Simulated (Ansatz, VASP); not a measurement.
## CdS: VASP beside Ansatz

```
Cd S
1.0
     3.95267    0.00000    0.00000
    -1.97633    3.42311    0.00000
     0.00000    0.00000    6.45752
Cd S
2 2
Cartesian
  0.0000 2.2821 -0.0002
  1.9763 1.1410 3.2285
  0.0000 2.2821 2.4218
  1.9763 1.1410 5.6506
```

Alike in both runs: task single point; functional PBEsol; k mesh 6 × 6 × 4; non-collinear spin, spin-orbit coupling.

```csv
,VASP,Ansatz
version,VASP 6.6.1,Ansatz 0.2.0
potentials or method,"VASP PAW PBE potentials, release 64 (Cd, S), cutoff 520 eV",all-electron LAPW
occupations,"gaussian, width 0.01 eV",fixed
```

Ansatz gave:

| Item | Value |
| --- | --- |
| pressure (GPa) | 9.9 |
| net moment per atom (μB) | 0.00 |

**Question.** Which values does VASP return?

**Answer.** Pressure (GPa): 10.6; net moment per atom (μB): 0.00.

VASP's potentials were made for PBE, not for PBEsol. Ansatz ran all-electron here, and VASP with PAW potentials.
